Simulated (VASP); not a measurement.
# Mo16H (a cell with a defect) in VASP: a series of runs

Mo16H (a cell with a defect) is run at these levels: PBE; tasks: single point.

All numbers are computed with VASP 6.6.1; they aren't measurements. Logs are shortened: lines on timing, memory, paths and dates and some standing lists are left out, and cuts for length are marked.

**1. The cell of the first run**

The cell holds a defect, 17 atoms: a = 6.300 Å, b = 6.300 Å, c = 6.300 Å, α = 90.00°, β = 90.00°, γ = 90.00°.

**2. Single point, PBE**

INCAR reads:

```
PREC     = Accurate       # precision mode
ENCUT    = 520            # plane-wave cutoff, eV
EDIFF    = 1E-7           # SCF threshold, eV
ISMEAR   = 0              # smearing method
SIGMA    = 0.1            # smearing width, eV
LREAL    = Auto         
LASPH    = True           # aspherical terms in the spheres
NELM     = 60             # most SCF steps
ALGO     = Normal         # electronic algorithm
ISIF     = 2              # what is computed and relaxed
LWAVE    = False          # write WAVECAR
LCHARG   = False          # write CHGCAR
GGA      = PE             # functional
NBANDS   = 126            # bands
```

KPOINTS reads:

```
regular mesh
0
Gamma
  3 3 3
```

POSCAR reads:

```
Mo16H
1.0
    6.3000000000      0.0000000000      0.0000000000
    0.0000000000      6.3000000000      0.0000000000
    0.0000000000      0.0000000000      6.3000000000
Mo H
16 1
Direct
   -0.0000764352      0.0064994209     -0.0106073221
    0.4999273348      0.0004228763     -0.0018335687
   -0.0000708321      0.4999015440     -0.0020792411
   -0.0000719790      0.0064614188      0.5089424530
    0.2512033563      0.2505104206      0.2492002332
    0.4999287127      0.4976632513     -0.0027046713
    0.4999275251      0.0004353921      0.5002208942
    0.7486533317      0.2505107483      0.2492004020
   -0.0000709755      0.4999003526      0.5004758271
    0.2597012994      0.7439343831      0.2491911204
    0.2518183246      0.2527440928      0.7491919347
    0.4999293809      0.4976721529      0.5010718335
    0.7401558825      0.7439424114      0.2491865077
    0.7480317877      0.2527473477      0.7491912097
    0.2509538102      0.7499768650      0.7491848264
    0.7489021552      0.7499782096      0.7491846395
   -0.0000728992      0.8752155227      0.2491181519
```

Potentials or basis: VASP PAW PBE potentials, release 64 (Mo_sv, H).

The run is started by

```bash
> cat potpaw_PBE.64/Mo_sv/POTCAR potpaw_PBE.64/H/POTCAR > POTCAR
> mpirun -np 1 vasp_std > vasp.out
```

OUTCAR:

```text
PREC = Accurate
   ENCUT = 520
   EDIFF = 1E-7
   ISMEAR = 0
   LREAL = Auto
   LASPH = True
   NELM = 60
   ISIF = 2
   GGA = PE

 ion  position               nearest neighbor table
   1  1.000  0.006  0.989-  17 1.83  11 2.69  14 2.69  16 2.72  15 2.72   8 2.75   5 2.75  13 2.84
                            10 2.84   4 3.03   3 3.11   2 3.15   2 3.15   3 3.19   4 3.27
   2  0.500  0.000  0.998-  13 2.72  10 2.72  15 2.72  16 2.72  14 2.73  11 2.73   5 2.73   8 2.73
                             6 3.13   7 3.14   1 3.15   1 3.15   7 3.16   6 3.17
   3  1.000  0.500  0.998-  11 2.72  14 2.72  15 2.73  16 2.73   5 2.74   8 2.74  10 2.75  13 2.75
                             1 3.11   9 3.13   6 3.15   6 3.15   9 3.17   1 3.19
   4  1.000  0.006  0.509-  17 1.83  11 2.69  14 2.69  16 2.72  15 2.72   8 2.75   5 2.75  13 2.84
                            10 2.84   1 3.03   9 3.11   7 3.15   7 3.15   9 3.19   1 3.27
   5  0.251  0.251  0.249-  12 2.72   6 2.72   7 2.73   2 2.73   9 2.74   3 2.74   4 2.75   1 2.75
                            10 3.11   8 3.13  11 3.15  11 3.15   8 3.17  10 3.19
   6  0.500  0.498  0.997-  10 2.69  13 2.69  14 2.70  11 2.70   8 2.72   5 2.72  15 2.73  16 2.73
                            12 3.13   2 3.13   3 3.15   3 3.15   2 3.17  12 3.17
   7  0.500  0.000  0.500-  13 2.72  10 2.72  16 2.72  15 2.72  14 2.73  11 2.73   5 2.73   8 2.73
                            12 3.13   2 3.14   4 3.15   4 3.15   2 3.16  12 3.17
   8  0.749  0.251  0.249-  12 2.72   6 2.72   7 2.73   2 2.73   9 2.74   3 2.74   4 2.75   1 2.75
                            13 3.11   5 3.13  14 3.15  14 3.15   5 3.17  13 3.19
   9  1.000  0.500  0.500-  11 2.72  14 2.72  15 2.73  16 2.73   5 2.74   8 2.74  10 2.75  13 2.75
                             4 3.11   3 3.13  12 3.15  12 3.15   3 3.17   4 3.19
  10  0.260  0.744  0.249-  17 1.83  12 2.69   6 2.69   2 2.72   7 2.72   3 2.75   9 2.75   4 2.84
                             1 2.84  13 3.03   5 3.11  15 3.15  15 3.15   5 3.19  13 3.27
  11  0.252  0.253  0.749-   1 2.69   4 2.69   6 2.70  12 2.70   9 2.72   3 2.72   7 2.73   2 2.73
                            14 3.13  15 3.13   5 3.15   5 3.15  15 3.17  14 3.17
  12  0.500  0.498  0.501-  10 2.69  13 2.69  14 2.70  11 2.70   8 2.72   5 2.72  16 2.73  15 2.73
                             6 3.13   7 3.13   9 3.15   9 3.15   7 3.17   6 3.17
  13  0.740  0.744  0.249-  17 1.83  12 2.69   6 2.69   2 2.72   7 2.72   3 2.75   9 2.75   4 2.84
                             1 2.84  10 3.03   8 3.11  16 3.15  16 3.15   8 3.19  10 3.27
  14  0.748  0.253  0.749-   1 2.69   4 2.69   6 2.70  12 2.70   9 2.72   3 2.72   7 2.73   2 2.73
                            11 3.13  16 3.13   8 3.15   8 3.15  16 3.17  11 3.17
  15  0.251  0.750  0.749-   4 2.72   1 2.72   7 2.72   2 2.72  12 2.73   6 2.73   9 2.73   3 2.73
                            11 3.13  16 3.14  10 3.15  10 3.15  16 3.16  11 3.17
  16  0.749  0.750  0.749-   4 2.72   1 2.72   7 2.72   2 2.72  12 2.73   6 2.73   9 2.73   3 2.73
                            14 3.13  15 3.14  13 3.15  13 3.15  15 3.16  14 3.17
  17  1.000  0.875  0.249-   1 1.83  13 1.83  10 1.83   4 1.83

  LATTYP: Found a simple cubic cell.
 ALAT       =     6.3000000000

  Lattice vectors:

 A1 = (   6.3000000000,   0.0000000000,   0.0000000000)
 A2 = (   0.0000000000,   6.3000000000,   0.0000000000)
 A3 = (   0.0000000000,   0.0000000000,   6.3000000000)

Analysis of symmetry for initial positions (statically):
=====================================================================
 Subroutine PRICEL returns:
 Original cell was already a primitive cell.

 Routine SETGRP: Setting up the symmetry group for a
 simple cubic supercell.

 Subroutine GETGRP returns: Found  2 space group operations
 (whereof  1 operations were pure point group operations)
 out of a pool of 48 trial point group operations.

The static configuration has the point symmetry C_1 .
 The point group associated with its full space group is C_1h.

Analysis of symmetry for dynamics (positions and initial velocities):
=====================================================================
 Subroutine PRICEL returns:
 Original cell was already a primitive cell.

 Routine SETGRP: Setting up the symmetry group for a
 simple cubic supercell.

 Subroutine GETGRP returns: Found  2 space group operations
 (whereof  1 operations were pure point group operations)
 out of a pool of 48 trial point group operations.

The dynamic configuration has the point symmetry C_1 .
 The point group associated with its full space group is C_1h.

 Subroutine INISYM returns: Found  2 space group operations
 (whereof  1 operations are pure point group operations),
 and found     1 'primitive' translations

----------------------------------------------------------------------------------------

                                     Primitive cell

  volume of cell :     250.0470

  direct lattice vectors                    reciprocal lattice vectors
     6.300000000  0.000000000  0.000000000     0.158730159  0.000000000  0.000000000
     0.000000000  6.300000000  0.000000000     0.000000000  0.158730159  0.000000000
     0.000000000  0.000000000  6.300000000     0.000000000  0.000000000  0.158730159

  length of vectors
     6.300000000  6.300000000  6.300000000     0.158730159  0.158730159  0.158730159

  position of ions in fractional coordinates (direct lattice)
     0.999923565  0.006499421  0.989392678
     0.499927335  0.000422876  0.998166431
     0.999929168  0.499901544  0.997920759
     0.999928021  0.006461419  0.508942453
     0.251203356  0.250510421  0.249200233
     0.499928713  0.497663251  0.997295329
[... 9 lines left out ...]
     0.748902155  0.749978210  0.749184640
     0.999927101  0.875215523  0.249118152

  ion indices of the primitive-cell ions
   primitive index   ion index
                 1           1
                 2           2
                 3           3
                 4           4
                 5           5
                 6           6
[... 9 lines left out ...]
                16          16
                17          17

----------------------------------------------------------------------------------------

 KPOINTS: regular mesh

Automatic generation of k-mesh.
 Grid dimensions read from file:
 generate k-points for:    3    3    3

 Generating k-lattice:

  Cartesian coordinates                     Fractional coordinates (reciprocal lattice)
     0.052910053  0.000000000  0.000000000     0.333333333  0.000000000  0.000000000
     0.000000000  0.052910053  0.000000000     0.000000000  0.333333333  0.000000000
     0.000000000  0.000000000  0.052910053     0.000000000  0.000000000  0.333333333

  Length of vectors
     0.052910053  0.052910053  0.052910053

  Shift w.r.t. Gamma in fractional coordinates (k-lattice)
     0.000000000  0.000000000  0.000000000

 Subroutine IBZKPT returns following result:
 ===========================================

 Found     10 irreducible k-points:

 Following reciprocal coordinates:
            Coordinates               Weight
  0.000000  0.000000  0.000000      1.000000
  0.333333  0.000000  0.000000      2.000000
  0.000000  0.333333  0.000000      2.000000
  0.000000  0.000000  0.333333      2.000000
  0.333333  0.333333  0.000000      4.000000
  0.000000  0.333333  0.333333      2.000000
  0.333333  0.000000  0.333333      4.000000
  0.000000 -0.333333  0.333333      2.000000
  0.333333  0.333333  0.333333      4.000000
 -0.333333 -0.333333  0.333333      4.000000
   k-points           NKPTS =     10   k-points in BZ     NKDIM =     10   number of bands    NBANDS=    126
   number of dos      NEDOS =    301   number of ions     NIONS =     17
   total plane-waves  NPLWV = 110592
   dimension x,y,z NGX =    48 NGY =   48 NGZ =   48
   dimension x,y,z NGXF=    96 NGYF=   96 NGZF=   96
   ions per type =              16   1
   NGX,Y,Z   is equivalent  to a cutoff of  12.67, 12.67, 12.67 a.u.
   NGXF,Y,Z  is equivalent  to a cutoff of  25.33, 25.33, 25.33 a.u.
 SYSTEM =  unknown system
   PREC   = accura    normal or accurate (medium, high low for compatibility)
   ISTART =      0    job   : 0-new  1-cont  2-samecut
   ICHARG =      2    charge: 1-file 2-atom 10-const
   ISPIN  =      1    spin polarized calculation?
   LNONCOLLINEAR =      F non collinear calculations
   LSORBIT =      F    spin-orbit coupling
   LASPH  =      T    aspherical Exc in radial PAW
   ENCUT  =  520.0 eV  38.22 Ry    6.18 a.u.  11.71 11.71 11.71*2*pi/ulx,y,z
   NELM   =     60;   NELMIN=  2; NELMDL= -5     # of ELM steps
   EDIFF  = 0.1E-06   stopping-criterion for ELM
   LREAL  =      T    real-space projection
   EDIFFG = 0.1E-05   stopping-criterion for IOM
   NSW    =      0    number of steps for IOM
   IBRION =     -1    ionic relax: 0-MD 1-quasi-New 2-CG
   NFREE  =      0    steps in history (QN), initial steepest desc. (CG)
   ISIF   =      2    stress and relaxation
   ISYM   =      2    0-nonsym 1-usesym 2-fastsym
   POTIM  = 0.5000    time-step for ionic-motion
   TEBEG  =    0.0;   TEEND  =   0.0 temperature during run
   PSTRESS=    0.0 pullay stress
   NELECT =     225.0000    total number of electrons
   NUPDOWN=      -1.0000    fix difference up-down
   EMIN   =  10.00;   EMAX   =-10.00  energy-range for DOS
   EFERMI =   0.00;   METHOD = LEGACY
   ISMEAR =     0;   SIGMA  =   0.10  broadening in eV -4-tet -1-fermi 0-gaus
   EFERMI_NEDOS =   21; number of points for ismear=-14 and -15
   IALGO  =     38    algorithm
   IMIX   =      4    mixing-type and parameters
     AMIX     =   0.40;   BMIX     =  1.00
     AMIX_MAG =   1.60;   BMIX_MAG =  1.00
  volume/ion in A,a.u.               =      14.71        99.26
  Fermi-wavevector in a.u.,A,eV,Ry     =   1.580502  2.986716 33.987182  2.497987
  Thomas-Fermi vector in A             =   2.680720
   LORBIT       =      0    0 simple, 1 ext, 2 COOP (PROOUT), +10 PAW based schemes
   GGA     = PE    functional components
   LHFCALC =     F    Hartree Fock is set to
   AEXX    =    0.0000 exact exchange contribution
   IVDW    =     0    specifies the selected vdW correction
   LEPSILON=     F    determine dielectric tensor
   LRPA    =     F    only Hartree local field effects (RPA)
 non-spin polarized calculation
 Gauss-broadening in eV      SIGMA  =   0.10
  energy-cutoff  :      520.00
  volume of cell :      250.05
 maximum number of plane-waves:      6763
   NGX = 23   NGY = 23   NGZ = 23

 number of electron     225.0000015 magnetization

 Free energy of the ion-electron system (eV)
  ---------------------------------------------------
  ext. energy  EPLUGINS =         0.00000000
  ---------------------------------------------------
  free energy    TOTEN  =      -177.83136072 eV

  energy without entropy =     -177.73837587  energy(sigma->0) =     -177.78486830

 E-fermi :  12.7960     XC(G=0): -13.4257

 val. band max:       12.7793976222   @ k =   0.3333   0.0000   0.0000
 cond. band min:      12.7960288368   @ k =   0.0000   0.3333   0.3333
 fundamental gap:      0.0166312147
 Fermi energy:        12.7960148644

 k-point     1 :       0.0000    0.0000    0.0000
  band No.  band energies     occupation
      1     -48.6154      2.00000
      2     -48.4103      2.00000
      3     -48.3804      2.00000
      4     -48.3803      2.00000
      5     -48.3708      2.00000
      6     -48.3554      2.00000
[... 1259 lines left out ...]
    123      14.0630      0.00000
    124      14.0950      0.00000
 [bands above 124 left out]

------------------------ aborting loop because EDIFF is reached ----------------------------------------

  FORCE on cell =-STRESS in cart. coord.  units (eV):
  Direction    XX          YY          ZZ          XY          YZ          ZX
  --------------------------------------------------------------------------------------
  -------------------------------------------------------------------------------------
  Total       10.1828096      9.8140403     10.1830332      0.0000000     -0.0023890      0.0000000
  in kB       65.2464005     62.8835091     65.2478329      0.0000000     -0.0153076      0.0000000
  external PRESSURE =      64.4592475 kB  Pullay stress =       0.0000000 kB

 VOLUME and BASIS-vectors are now :
 -----------------------------------------------------------------------------
  energy-cutoff  :      520.00
  volume of cell :      250.05
      direct lattice vectors                 reciprocal lattice vectors
     6.300000000  0.000000000  0.000000000     0.158730159  0.000000000  0.000000000
     0.000000000  6.300000000  0.000000000     0.000000000  0.158730159  0.000000000
     0.000000000  0.000000000  6.300000000     0.000000000  0.000000000  0.158730159

 POSITION                                       TOTAL-FORCE (eV/Angst)
 -----------------------------------------------------------------------------------
      6.29952      0.04095      6.23317         0.000000      0.019415     -0.000932
      3.14954      0.00266      6.28845         0.000000      0.012430      0.003800
      6.29955      3.14938      6.28690         0.000000      0.006560      0.009586
      6.29955      0.04071      3.20634         0.000000      0.021535      0.000675
      1.58258      1.57822      1.56996        -0.009974     -0.006187     -0.000472
      3.14955      3.13528      6.28296         0.000000      0.014809     -0.005934
[... 9 lines left out ...]
      4.71808      4.72486      4.71986         0.004379     -0.011424      0.000509
      6.29954      5.51386      1.56944         0.000000     -0.000098      0.001958
 -----------------------------------------------------------------------------------
    total drift:                               -0.096707     -0.000588      0.002101

  FREE ENERGIE OF THE ION-ELECTRON SYSTEM (eV)
  ---------------------------------------------------
  free  energy   TOTEN  =      -177.8313607242 eV

  energy  without entropy=     -177.7383758721  energy(sigma->0) =     -177.78486830
```

Run time: 21 min. Hardware: 1 thread of Intel Xeon 8259CL, shared host; peak memory 0.45 GiB.

Results:

```
Free energy            : -177.8314 eV
Pressure               : 6.4 GPa
Largest force          : 0.022 eV/Å
Band gap on the k mesh : zero (an odd number of electrons rules out a gap without spin polarisation)
```

Forces on the atoms (eV/Å):
```
Mo   0.000  0.019 -0.001
Mo   0.000  0.012  0.004
Mo   0.000  0.007  0.010
Mo   0.000  0.022  0.001
Mo  -0.010 -0.006  0.000
Mo   0.000  0.015 -0.006
Mo   0.000  0.011 -0.005
Mo   0.010 -0.006  0.000
Mo   0.000  0.006 -0.012
Mo   0.001 -0.021  0.001
Mo   0.006 -0.014  0.000
Mo   0.000  0.014  0.007
Mo  -0.001 -0.021  0.001
Mo  -0.006 -0.014  0.000
Mo  -0.004 -0.011  0.001
Mo   0.004 -0.011  0.001
H    0.000  0.000  0.002
```

Levels at points of the mesh, in eV from the Fermi level:
```
           k point  band 109  band 110  band 111  band 112  band 113  band 114  band 115  band 116
(0.00, 0.00, 0.00)     -0.74     -0.74     -0.73     -0.73      0.53      0.66      0.67      0.67
```

**3. Single point, PBE**

INCAR reads:

```
PREC = Accurate ; ENCUT = 520
EDIFF = 1E-6 ; ISMEAR = 0
SIGMA = 0.1 ; LREAL = Auto
LASPH = True ; NELM = 60
ALGO = Normal ; ISIF = 2
LWAVE = False ; LCHARG = False
GGA = PE ; NBANDS = 126
```

KPOINTS reads:

```
Automatic mesh
0
Gamma
  3 3 3
```

POSCAR reads:

```
Mo16H
1.0
    6.3000000000      0.0000000000      0.0000000000
    0.0000000000      6.3000000000      0.0000000000
    0.0000000000      0.0000000000      6.3000000000
Mo H
16 1
Direct
   -0.0000765079      0.0064993651     -0.0106073016
    0.4999273016      0.0004228571     -0.0018334921
   -0.0000707937      0.4999015873     -0.0020792063
   -0.0000719048      0.0064614286      0.5089423810
    0.2512033333      0.2505104762      0.2492001587
    0.4999287302      0.4976631746     -0.0027046032
    0.4999274603      0.0004353968      0.5002209524
    0.7486533333      0.2505107937      0.2492004762
   -0.0000709524      0.4999003175      0.5004758730
    0.2597012698      0.7439344444      0.2491911111
    0.2518182540      0.2527441270      0.7491919048
    0.4999293651      0.4976722222      0.5010719048
    0.7401558730      0.7439423810      0.2491865079
    0.7480317460      0.2527473016      0.7491912698
    0.2509538095      0.7499768254      0.7491847619
    0.7489022222      0.7499782540      0.7491846032
   -0.0000728571      0.8752155556      0.2491180952
```

Potentials or basis: VASP PAW PBE potentials, release 64 (Mo_sv, H).

The run is started by

```bash
> cat potpaw_PBE.64/Mo_sv/POTCAR potpaw_PBE.64/H/POTCAR > POTCAR
> mpirun -np 1 vasp_std > vasp.out
```

It took 6.8 min on 1 thread of Intel Xeon Platinum 8488C (Sapphire Rapids), shared host; peak memory 0.44 GiB.

It converged, with:

| Quantity | Value |
| --- | --- |
| Free energy | -177.8314 eV |
| Pressure | 6.4 GPa |
| Largest force | 0.022 eV/Å |
| Band gap on the k mesh | zero (an odd number of electrons rules out a gap without spin polarisation) |

Forces in eV/Å, atoms in the order of the input:
```
Mo   0.000  0.020 -0.001
Mo   0.000  0.013  0.004
Mo   0.000  0.006  0.010
Mo   0.000  0.022  0.001
Mo  -0.010 -0.006  0.000
Mo   0.000  0.015 -0.006
Mo   0.000  0.011 -0.005
Mo   0.010 -0.006  0.000
Mo   0.000  0.006 -0.012
Mo   0.001 -0.021  0.001
Mo   0.006 -0.014  0.000
Mo   0.000  0.014  0.007
Mo  -0.001 -0.021  0.001
Mo  -0.006 -0.014  0.000
Mo  -0.004 -0.012  0.000
Mo   0.004 -0.012  0.000
H    0.000  0.000  0.002
```

Stress tensor (GPa, compression positive):
```
6.53 0.00 0.00
0.00 6.29 0.00
0.00 0.00 6.53
```

Levels at points of the mesh, in eV from the Fermi level:
```csv
k point,band 110,band 111,band 112,band 113,band 114,band 115
"(0.00, 0.00, 0.00)",-0.74,-0.73,-0.73,0.53,0.66,0.67
```
